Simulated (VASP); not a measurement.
PtSe2 (Sudovikovite): single point with BLYP

Crystal: PtSe2 (Sudovikovite).

```xyz
3
Lattice="3.8204 0.0000 0.0000 -1.9102 3.3085 0.0000 0.0000 0.0000 9.1366" Properties=species:S:1:pos:R:3 pbc="T T T"
Pt    0.0000    0.0000    0.0000
Se    1.9102    1.1028    7.8066
Se    0.0000    2.2057    1.3300
```

```
Program                : VASP 6.6.1
Task                   : single point
Functional             : BLYP
Potentials or basis    : VASP PAW PBE potentials, release 64 (Pt, Se)
Cutoff                 : 520 eV
k mesh                 : 8 × 8 × 5
Occupations            : fermi-dirac, width 0.05 eV
Spin                   : no spin polarisation
Dipole correction      : no
Further INCAR settings : ALGO = Normal; EDIFF = 1e-06; NBANDS = 18
```

The pressure is 0.2 GPa, the largest force is 0.051 eV/Å and the band gap on the k mesh is 1.28 eV, indirect (least direct gap 1.43 eV).

Forces in eV/Å, atoms in the order of the input:
```
Pt   0.000  0.000  0.000
Se   0.000  0.000 -0.051
Se   0.000  0.000  0.051
```

Levels at points of the mesh, in eV from the valence-band top:
```csv
k point,band 8,band 9,band 10,band 11,band 12,band 13,band 14,band 15
"(0.00, 0.00, 0.00)",-1.12,-0.46,0.00,0.00,2.73,2.73,4.12,5.70
"(0.50, 0.00, 0.00)",-2.08,-1.78,-1.60,-1.19,2.16,2.52,4.63,6.33
```

Wall time 42 s on 1 thread of Intel(R) Xeon(R) 6975P-C (Granite Rapids) (shared host), peak memory 0.27 GiB.

Caveat: the PAW data sets were made with another functional, which shifts forces and pressure a little; spin-orbit coupling is left out, which moves the levels of the heavy elements. A k mesh can miss the band edges.
